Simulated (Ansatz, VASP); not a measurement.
One calculation of HgTe, two programs

File INCAR:

```
SYSTEM = HgTe
  PREC = Accurate
  ENCUT = 520
  EDIFF = 1E-7
  ISMEAR = 0
  SIGMA = 0.05
  LREAL = .False.
  LASPH = .True.
  NELM = 150
  ALGO = Normal
  ISIF = 2
  LWAVE = .False.
  LCHARG = .True.
  MAGMOM = 0 0 0 0 0 0
  LORBIT = 11
  LSORBIT = .True.
  GGA_COMPAT = .False.
  LORBMOM = .True.
  GGA = PE
  LVHAR = .True.
  NBANDS = 30
```

KPOINTS

```
regular mesh
0
Gamma
  10 10 10
  0 0 0
```

File POSCAR:

```
HgTe
1.0
    0.0000000000      3.3214983477      3.3214983477
    3.3214983477      0.0000000000      3.3214983477
    3.3214983477      3.3214983477      0.0000000000
Hg Te
1 1
Direct
    0.0000000000      0.0000000000      0.0000000000
    0.2500000000      0.2500000000      0.2500000000
```

Input for Ansatz:

```yaml
crystal:
  lattice:
    - [0.0, 3.3214983477, 3.3214983477]
    - [3.3214983477, 0.0, 3.3214983477]
    - [3.3214983477, 3.3214983477, 0.0]
  atoms:
    - { symbol: Hg, position: [0.0, 0.0, 0.0] }
    - { symbol: Te, position: [0.25, 0.25, 0.25] }
basis:
  ecutwfc: 420
  ecutrho_ratio: 4
kpoints:
  mp_grid: { grid: [10, 10, 10] }
hamiltonian:
  xc: pbe
scf:
  occupations: { method: gaussian, width: 0.05 }
output:
  forces: true
  stress: true
  eigenvalues: true
  populations: true
magnetization:
  noncollinear: true
  spin_orbit: true
```

Alike in both runs: task single point; functional PBE; k mesh 10 × 10 × 10; occupations gaussian, width 0.05 eV; non-collinear spin, spin-orbit coupling.

```csv
,VASP,Ansatz
version,VASP 6.6.1,Ansatz 0.2.0
potentials or method,"VASP PAW PBE potentials, release 64 (Hg, Te), cutoff 520 eV","plane waves, PAW"
valence electrons in the cell,18,36
```

Ansatz gave:

- pressure (GPa): -0.2

Problem. Estimate VASP's values.

Solution. Pressure (GPa): 0.0.

VASP's potentials hold 18 valence electrons a cell and Ansatz's 36, so a difference there can come from the potentials and not from the codes.
